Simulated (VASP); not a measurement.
Wanted: the native input for a VASP 6.6.1 run.

```yaml
Task: single point
Functional: PBEsol
Potentials_or_basis: VASP PAW PBE potentials, release 64 (Te)
Cutoff: 520 eV
k_mesh: 5 × 5 × 4
Occupations: fermi-dirac, width 0.05 eV
Spin: no spin polarisation
Dipole_correction: no
Further_INCAR_settings: ALGO = Normal; EDIFF = 1e-06; NBANDS = 16
```

The structure of Te lies in POSCAR:

```
Te
1.0
    3.8202894285     -2.1482026000      0.0000000000
    3.8202894285      2.1482026000      0.0000000000
   -0.0942908673      0.0000000000      5.9760906531
Te
3
Direct
    0.0000000000      0.0000000000      0.0000000000
    0.3094466100      0.3094466100      0.3388094900
    0.6905533900      0.6905533900      0.6611905100
```

One way to write it, as run:

INCAR

```
SYSTEM = Te
PREC     = Accurate       ! precision mode
ENCUT    = 520            ! plane-wave cutoff, eV
EDIFF    = 1E-6           ! SCF threshold, eV
ISMEAR   = -1             ! smearing method
SIGMA    = 0.05           ! smearing width, eV
LREAL    = .False.        ! projectors in reciprocal space
LASPH    = .True.         ! aspherical terms in the spheres
NELM     = 60             ! most SCF steps
ALGO     = Normal         ! electronic algorithm
ISIF     = 2              ! what is computed and relaxed
LWAVE    = .False.        ! write WAVECAR
LCHARG   = .False.        ! write CHGCAR
GGA      = PS             ! functional
NBANDS   = 16             ! bands
```

KPOINTS

```
regular mesh
0
Gamma
  5 5 4
  0 0 0
```

Potentials or basis: VASP PAW PBE potentials, release 64 (Te).

The run is started by

```sh
$ cat potpaw_PBE.64/Te/POTCAR > POTCAR
$ mpirun -np 1 vasp_std > vasp.out
```

It gave:

```json
{
 "Pressure": "-1.8 GPa",
 "Largest force": "0.025 eV/Å",
 "Band gap on the k mesh": "zero (bands 9 and 10 overlap by 0.19 eV)"
}
```

Caveat: the PAW data sets were made with another functional, which shifts forces and pressure a little; spin-orbit coupling is left out, which moves the levels of the heavy elements.

Wall time 26 s on 1 thread of Intel(R) Xeon(R) 6975P-C (Granite Rapids), on a shared host, peak memory 0.24 GiB.
